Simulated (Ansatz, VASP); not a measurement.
Two plane-wave programs on Ta2N

INCAR

```
SYSTEM = Ta2N
  PREC = Accurate
  ENCUT = 600
  EDIFF = 1E-6
  ISMEAR = 0
  SIGMA = 0.1
  LREAL = .FALSE.
  LASPH = .TRUE.
  NELM = 120
  ALGO = Normal
  ISIF = 2
  LWAVE = .FALSE.
  LCHARG = .FALSE.
  GGA = PE
  NBANDS = 22
  GGA_COMPAT = .FALSE.
```

KPOINTS

```
Automatic mesh
0
G
  15 15 10
  0 0 0
```

The input POSCAR:

```
Ta2N
1.0
    2.9579032602      0.0000000000      0.0000000000
   -1.4789516301      2.5616193653      0.0000000000
    0.0000000000      0.0000000000      4.9196107750
Ta N
2 1
Direct
    0.6666666667      0.3333333333      0.7377441241
    0.3333333333      0.6666666667      0.2622558759
    0.0000000000      0.0000000000      0.0000000000
```

Input for Ansatz:

```yaml
crystal:
  lattice:
    - [2.9579032602, 0.0, 0.0]
    - [-1.4789516301, 2.5616193653, 0.0]
    - [0.0, 0.0, 4.919610775]
  atoms:
    - { symbol: Ta, position: [0.6666666667, 0.3333333333, 0.7377441241] }
    - { symbol: Ta, position: [0.3333333333, 0.6666666667, 0.2622558759] }
    - { symbol: "N", position: [0.0, 0.0, 0.0] }
basis:
  ecutwfc: 420
kpoints:
  mp_grid: { grid: [15, 15, 10] }
hamiltonian:
  xc: pbe
scf:
  occupations: { method: gaussian, width: 0.1 }
output:
  forces: true
  stress: true
  eigenvalues: true
```

Alike in both runs: task single point; functional PBE; k mesh 15 × 15 × 10; occupations gaussian, width 0.1 eV; no spin polarisation.

|  | VASP | Ansatz |
| --- | --- | --- |
| version | VASP 6.6.1 | Ansatz 0.2.0 |
| potentials or method | VASP PAW PBE potentials, release 64 (Ta_sv_GW, N), cutoff 600 eV | scalar-relativistic, plane waves, PAW |
| valence electrons in the cell | 31 | 31 |

|  | VASP | Ansatz | Ansatz less VASP |
| --- | --- | --- | --- |
| gap on the k mesh at the Fermi level (eV) | none | none | - |
| pressure (GPa) | 27.7 | 27.7 | +0.02 |
| traceless stress, the component that is largest in VASP (GPa) | -6.00 | -5.97 | +0.030 |
| rms of the force components (eV/Å) | 0.095 | 0.119 | +0.0238 |

Atom by atom the forces differ by 0.024 eV/Å (rms over components). A gap of «none» marks a metal or a gap that the smearing closes.

Spin-orbit coupling is off throughout.
